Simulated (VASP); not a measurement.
Input of a VASP 6.6.1 run:

INCAR

```
SYSTEM = Hf2Pd2Se2Br2O3
ALGO = Normal
EDIFF = 1E-7
ENCUT = 520
GGA = RE
ISIF = 2
ISMEAR = -1
LASPH = .TRUE.
LCHARG = .FALSE.
LREAL = .FALSE.
LWAVE = .FALSE.
NBANDS = 53
NELM = 100
PREC = Accurate
SIGMA = 0.05
```

File KPOINTS:

```
k-points
0
G
  6 6 2
  0 0 0
```

Contents of POSCAR:

```
Hf2Pd2Se2Br2O3
1.0
    7.9858653688     -1.7209020979     -1.5149205667
    7.9858653688      1.7209020979     -1.5149205667
   -2.5995911656      0.0000000000     13.7927061766
Hf Pd Se Br O
2 2 2 2 3
Direct
    0.9466229972      0.9466229972      0.0585898004
    0.6060021211      0.6060021211      0.2784207813
    0.1816368217      0.1816368217      0.5098695371
    0.3214018011      0.3214018011      0.7486199987
    0.9185910281      0.9185910281      0.8506523832
    0.7867473488      0.7867473488      0.5962214092
    0.5823682241      0.5823682241      0.0496018656
    0.2415645065      0.2415645065      0.2929634130
    0.6047042706      0.6047042706      0.4109185238
    0.3898086511      0.3898086511      0.0666204988
    0.0322422296      0.0322422296      0.2161117889
```

Potentials or basis: VASP PAW PBE potentials, release 64 (Hf_pv, Pd, Se, Br, O).

Run with:

```bash
$ cat potpaw_PBE.64/Hf_pv/POTCAR potpaw_PBE.64/Pd/POTCAR potpaw_PBE.64/Se/POTCAR potpaw_PBE.64/Br/POTCAR potpaw_PBE.64/O/POTCAR > POTCAR
$ mpirun -np 1 vasp_std > vasp.out
```

(1) Estimate the band gap on the k mesh.

(2) Estimate the largest force.

Answers

(1) 0.69 eV.

(2) 0.147 eV/Å.

Caveat: the PAW data sets were made with another functional, which shifts forces and pressure a little; spin-orbit coupling is left out, which moves the levels of the heavy elements.
